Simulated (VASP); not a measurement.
Crystal: NaI.

```
Na I
1.0
     4.26842    0.00000    0.00000
     0.00000    4.26842    0.00000
     0.00000    0.00000    4.04914
Na I
1 1
Direct
  0.00000 0.00000 0.00000
  0.50000 0.50000 0.50000
```

This cell differs from its parent crystal: epitaxial xy strain +5.6%.

Base run:

| Item | Value |
| --- | --- |
| Program | VASP 6.6.1 |
| Functional | r2SCAN |
| Potentials or basis | VASP PAW PBE potentials, release 64 (Na_pv, I) |
| Cutoff | 520 eV |
| k mesh | 6 × 6 × 6 |
| Occupations | gaussian, width 0.01 eV |
| Spin | no spin polarisation |

Its results: band gap on the k mesh 2.63 eV, indirect (least direct gap 3.09 eV); pressure -1.5 GPa.

The run is repeated on the same cell with these changes: functional from r2SCAN to HSE06; k mesh from 6 × 6 × 6 to 4 × 4 × 4. What comes out?

Band gap on the k mesh 2.81 eV, indirect (least direct gap 3.30 eV); pressure -1.3 GPa.

Several settings changed at once, so the effect can't be laid on one alone.

Caveats: the PAW data sets were made with another functional, which shifts forces and pressure a little; spin-orbit coupling is left out, which moves the levels of the heavy elements.

A k mesh can miss the band edges.
